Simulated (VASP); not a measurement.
**Ge: single point with PBE**

Crystal: Ge.

```
Ge
1.0
     0.00000    2.17914    2.17914
     2.17914    0.00000    2.17914
     2.17914    2.17914    0.00000
Ge
1
Direct
  0.00000 0.00000 0.00000
```

```json
{"Program": "VASP 6.6.1", "Task": "single point", "Functional": "PBE", "Potentials or basis": "VASP PAW PBE potentials, release 64 (Ge_d)", "Cutoff": "500 eV", "k mesh": "10 × 10 × 10", "Occupations": "gaussian, width 0.1 eV", "Spin": "no spin polarisation"}
```

| Quantity | Value |
| --- | --- |
| Pressure | -2.9 GPa |
| Band gap on the k mesh | zero (band 7 reaches 13.97 eV, above the bottom of band 8 at 3.79 eV) |

Levels at points of the mesh, in eV from the Fermi level:
| k point | band 4 | band 5 | band 6 | band 7 | band 8 | band 9 | band 10 | band 11 |
| --- | --- | --- | --- | --- | --- | --- | --- | --- |
| (0.00, 0.00, 0.00) | -24.69 | -24.69 | -12.45 | 8.11 | 8.11 | 8.11 | 13.46 | 13.46 |
| (0.50, 0.00, 0.00) | -24.65 | -24.65 | -7.74 | -5.02 | 6.26 | 6.26 | 11.25 | 12.24 |
| (0.50, 0.50, 0.00) | -24.64 | -24.64 | -5.70 | -3.87 | 2.46 | 2.46 | 6.12 | 6.60 |

Run time: 11 s on 1 thread of AMD EPYC 7R43 64-Core Processor (Zen 3) (shared host), peak memory 0.1 GiB.
